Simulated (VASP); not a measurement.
Here is a VASP 6.6.1 calculation.

Contents of INCAR:

```
SYSTEM = Ta
PREC     = Accurate       ! precision mode
ENCUT    = 520            ! plane-wave cutoff, eV
EDIFF    = 1E-6           ! SCF threshold, eV
ISMEAR   = 0              ! smearing method
SIGMA    = 0.15           ! smearing width, eV
LREAL    = .FALSE.        ! projectors in reciprocal space
LASPH    = .TRUE.         ! aspherical terms in the spheres
NELM     = 100            ! most SCF steps
ALGO     = Normal         ! electronic algorithm
ISIF     = 2              ! what is computed and relaxed
LWAVE    = .FALSE.        ! write WAVECAR
LCHARG   = .FALSE.        ! write CHGCAR
GGA      = PE             ! functional
NBANDS   = 12             ! bands
```

Contents of KPOINTS:

```
regular mesh
0
G
  20 20 20
  0 0 0
```

The input POSCAR:

```
Ta
1.0
   -1.7036248529      1.7036248529      1.5116263320
    1.7036248529     -1.7036248529      1.5116263320
    1.7036248529      1.7036248529     -1.5116263320
Ta
1
Direct
    0.0000000000      0.0000000000      0.0000000000
```

Potentials or basis: VASP PAW PBE potentials, release 64 (Ta_pv).

Run with:

```bash
$ cat potpaw_PBE.64/Ta_pv/POTCAR > POTCAR
$ mpirun -np 1 vasp_std > vasp.out
```

Q: What does it give for the band gap on the k mesh?

A: Zero (an odd number of electrons rules out a gap without spin polarisation).

Q: Predict the pressure.

A: 10.2 GPa.

Stress tensor (GPa, compression positive):
```
 6.94  0.00  0.00
 0.00  6.94  0.00
 0.00  0.00 16.69
```

Caveat: the stress differs along the axes, from 7 to 17 GPa; spin-orbit coupling is left out, which moves the levels of the heavy elements.
